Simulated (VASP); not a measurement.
Here is a VASP 6.6.1 calculation.

File INCAR:

```
SYSTEM = TePb
PREC = Accurate
ENCUT = 520
EDIFF = 1E-6
ISMEAR = -1
SIGMA = 0.08
LREAL = .False.
LASPH = .True.
NELM = 60
ALGO = Normal
ISIF = 2
LWAVE = .False.
LCHARG = .False.
GGA = PE
NBANDS = 17
```

The input KPOINTS:

```
regular mesh
0
Gamma
  11 11 11
  0 0 0
```

File POSCAR:

```
TePb
1.0
    0.0000000000      3.2694653961      3.2694653961
    3.2694653961      0.0000000000      3.2694653961
    3.2694653961      3.2694653961      0.0000000000
Te Pb
1 1
Direct
    0.5000000000      0.5000000000      0.5000000000
    0.0000000000      0.0000000000      0.0000000000
```

Potentials or basis: VASP PAW PBE potentials, release 64 (Te, Pb_d).

The run is started by

```console
$ cat potpaw_PBE.64/Te/POTCAR potpaw_PBE.64/Pb_d/POTCAR > POTCAR
$ mpirun -np 1 vasp_std > vasp.out
```

Task: Predict the pressure.

Result: 0.5 GPa.
